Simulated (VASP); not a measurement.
Input of a VASP 6.6.1 run:

The input INCAR:

```
SYSTEM = C
PREC = Accurate
ENCUT = 600
EDIFF = 1E-6
ISMEAR = -1
SIGMA = 0.1
LREAL = .FALSE.
LASPH = .TRUE.
NELM = 120
ALGO = Normal
ISIF = 2
LWAVE = .FALSE.
LCHARG = .FALSE.
GGA = PE
NBANDS = 11
GGA_COMPAT = .FALSE.
```

File KPOINTS:

```
Automatic mesh
0
G
  4 4 4
  0 0 0
```

The input POSCAR:

```
C
1.0
   -1.7860721799      0.0000000000      1.7860721799
    0.0000000000      1.7860721799      1.7860721799
   -1.7860721799      1.7860721799      0.0000000000
C
2
Direct
    0.0000000000      0.0000000000      0.0000000000
    0.2500000000      0.2500000000      0.2500000000
```

Potentials or basis: VASP PAW PBE potentials, release 64 (C).

The run is started by

```bash
$ cat potpaw_PBE.64/C/POTCAR > POTCAR
$ mpirun -np 1 vasp_std > vasp.out
```

(1) What does it give for the pressure?

(2) Predict the band gap on the k mesh.

Results:

(1) 0.9 GPa.

(2) 4.42 eV (least direct gap 5.57 eV).

Caveat: the k points lie up to 0.76 Å⁻¹ apart.
